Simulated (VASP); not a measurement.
Set up this calculation in VASP 6.6.1, as the native input.

```yaml
Task: single point
Functional: PBE
Potentials_or_basis: VASP PAW PBE potentials, release 64 (Mg, O)
Cutoff: 600 eV
k_mesh: 8 × 8 × 8
Occupations: fermi-dirac, width 0.1 eV
Spin: no spin polarisation
Dipole_correction: no
Further_INCAR_settings: ALGO = Normal; EDIFF = 1e-06; NBANDS = 11
```

The structure of MgO (rock salt type) lies in POSCAR:

```
MgO
1.0
    0.0000000000      2.1250000000      2.1250000000
    2.1250000000      0.0000000000      2.1250000000
    2.1250000000      2.1250000000      0.0000000000
Mg O
1 1
Direct
   -0.0047058824      0.0047058824      0.0047058824
    0.5000000000      0.5000000000      0.5000000000
```

These files were run (other wordings do the same):

INCAR

```
SYSTEM = MgO
PREC = Accurate ; ENCUT = 600
EDIFF = 1E-6 ; ISMEAR = -1
SIGMA = 0.1 ; LREAL = .FALSE.
LASPH = .TRUE. ; NELM = 120
ALGO = Normal ; ISIF = 2
LWAVE = .FALSE. ; LCHARG = .FALSE.
GGA = PE ; NBANDS = 11
GGA_COMPAT = .FALSE.
```

KPOINTS

```
Automatic mesh
0
G
  8 8 8
  0 0 0
```

Potentials or basis: VASP PAW PBE potentials, release 64 (Mg, O).

Launch:

```console
$ cat potpaw_PBE.64/Mg/POTCAR potpaw_PBE.64/O/POTCAR > POTCAR
$ mpirun -np 1 vasp_std > vasp.out
```

Results of the run:

```json
{
  "Pressure": "-0.6 GPa",
  "Largest force": "0.097 eV/Å",
  "Band gap on the k mesh": "4.47 eV"
}
```

It took 23 s on 1 thread of Intel Xeon 8259CL, with other jobs on the host, peak memory 0.12 GiB.
